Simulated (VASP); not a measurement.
Runs of VASP 6.6.1 on NaH. It takes space group F-43m (No. 216, cubic). Conventional cell: a = 5.194 Å, b = 5.194 Å, c = 5.194 Å, α = 90.00°, β = 90.00°, γ = 90.00°. Na (site symmetry -43m) has 4 H at 2.25 Å within 3.0 Å. Within 3.0 Å of H (site symmetry -43m) lie 4 Na at 2.25 Å. 

```tsv
level	share of exact exchange	screening parameter	gap on the mesh (eV)	pressure (GPa)
PBE-based screened hybrid	0.5	0.1 1/Å	6.35	-0.2
PBE-based screened hybrid	0.5	0.5 1/Å	(a)	-0.1
PBE-based global hybrid	0.05	-	3.95	0.2
HSE06	-	0.2079 1/Å	(b)	(c)
```

Alike in all rows: task single point; potentials or basis VASP PAW PBE potentials, release 64 (Na_pv, H); no spin polarisation; cell as given; k mesh 4 × 4 × 4; cutoff (eV) 520; smearing gaussian 0.01 eV.

Question: Fill in the values left out.

Answer: (a) 4.56; (b) 4.61; (c) 0.1.

Caveats: all runs use coarse meshes; the PAW data sets were made with another functional, which shifts forces and pressure a little.

A k mesh can miss the band edges.
